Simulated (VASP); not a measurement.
Te2Mo: single point with PBEsol

Crystal: Te2Mo.

```
Te Mo
1.0
     6.28575    0.00000   -0.02706
     0.00000    3.42589    0.00000
    -0.99481    0.00000   13.00067
Te Mo
8 4
Direct
  0.55367 0.75000 0.34305
  0.44633 0.25000 0.65695
  0.59017 0.25000 0.10760
  0.40983 0.75000 0.89240
  0.09737 0.75000 0.15781
  0.90263 0.25000 0.84219
  0.05087 0.25000 0.39191
  0.94913 0.75000 0.60809
  0.31937 0.75000 0.50626
  0.68063 0.25000 0.49374
  0.18273 0.25000 0.00833
  0.81727 0.75000 0.99167
```

```json
{
  "Program": "VASP 6.6.1",
  "Task": "single point",
  "Functional": "PBEsol",
  "Potentials or basis": "VASP PAW PBE potentials, release 64 (Te, Mo_sv)",
  "Cutoff": "520 eV",
  "k mesh": "6 × 10 × 4",
  "Occupations": "gaussian, width 0.1 eV",
  "Spin": "no spin polarisation",
  "Dipole correction": "no",
  "Further INCAR settings": "ALGO = Fast; EDIFF = 1e-06; NBANDS = 64"
}
```

```yaml
Pressure: 3.0 GPa
Largest_force: 0.030 eV/Å
Band_gap_on_the_k_mesh: zero (bands 52 and 53 overlap by 0.53 eV)
```

Forces in eV/Å, atoms in the order of the input:
```
Te  -0.003  0.000 -0.029
Te   0.003  0.000  0.029
Te  -0.001  0.000  0.016
Te   0.001  0.000 -0.016
Te   0.000  0.000  0.030
Te   0.000  0.000 -0.030
Te   0.001  0.000 -0.014
Te  -0.001  0.000  0.014
Mo  -0.018  0.000 -0.008
Mo   0.018  0.000  0.008
Mo   0.021  0.000  0.002
Mo  -0.021  0.000 -0.002
```

Levels at points of the mesh, in eV from the Fermi level:
```
           k point  band 48  band 49  band 50  band 51  band 52  band 53  band 54  band 55  band 56  band 57
(0.00, 0.00, 0.00)    -0.55    -0.37    -0.28     0.14     0.35     0.48     0.69     0.80     0.94     0.97
(0.50, 0.00, 0.00)    -1.04    -1.00    -0.98    -0.51    -0.43    -0.18    -0.16     0.82     0.82     1.43
(0.00, 0.50, 0.00)    -1.94    -1.71    -1.71    -1.45    -1.45     0.88     0.88     1.14     1.14     1.21
(0.50, 0.50, 0.00)    -1.97    -1.24    -1.24    -1.11    -1.11     0.92     0.92     1.07     1.07     1.63
(0.00, 0.00, 0.50)    -0.72    -0.15    -0.11     0.12     0.32     0.39     0.51     0.85     0.93     1.39
(0.50, 0.00, 0.50)    -1.01    -1.01    -0.99    -0.68    -0.26    -0.09    -0.03     0.72     0.89     1.30
(0.00, 0.50, 0.50)    -1.93    -1.71    -1.71    -1.54    -1.54     0.81     0.81     1.17     1.17     1.24
(0.50, 0.50, 0.50)    -1.96    -1.24    -1.24    -1.10    -1.10     0.96     0.96     1.01     1.01     1.56
```

Wall time 72 min on 1 thread of Oxide Virtual Turin-like Processor (shared host), peak memory 1.1 GiB.

Caveat: the PAW data sets were made with another functional, which shifts forces and pressure a little; spin-orbit coupling is left out, which moves the levels of the heavy elements.
